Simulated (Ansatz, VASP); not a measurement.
# Cu: VASP beside Ansatz

```
CELL_PARAMETERS angstrom
-1.37065 1.37065 1.34168
1.37065 -1.37065 1.34168
1.37065 1.37065 -1.34168
ATOMIC_POSITIONS crystal
Cu 0.00000 0.00000 0.00000
```

Change from the starting cell: strain -0.050 along x and y, -0.025 along z, atoms carried along.

Alike in both runs: task single point; functional PBEsol; k mesh 24 × 24 × 24; occupations gaussian, width 0.15 eV; no spin polarisation.

```csv
,VASP,Ansatz
version,VASP 6.6.1,Ansatz 0.2.0
potentials or method,"VASP PAW PBE potentials, release 64 (Cu), cutoff 520 eV","scalar-relativistic, plane waves, PAW"
valence electrons in the cell,11,19
```

VASP gave:

| Property | Result |
| --- | --- |
| gap on the k mesh at the Fermi level (eV) | none |
| pressure (GPa) | 27.3 |
| traceless stress, the component that is largest in VASP (GPa) | 0.08 |

Q: Estimate Ansatz's values.

A: gap on the k mesh at the Fermi level (eV): none; pressure (GPa): 26.5; traceless stress, the component that is largest in VASP (GPa): 0.09.

VASP's potentials were made for PBE, not for PBEsol. A gap of «none» marks a metal or a gap that the smearing closes. VASP's potentials hold 11 valence electrons a cell and Ansatz's 19, so a difference there can come from the potentials and not from the codes.
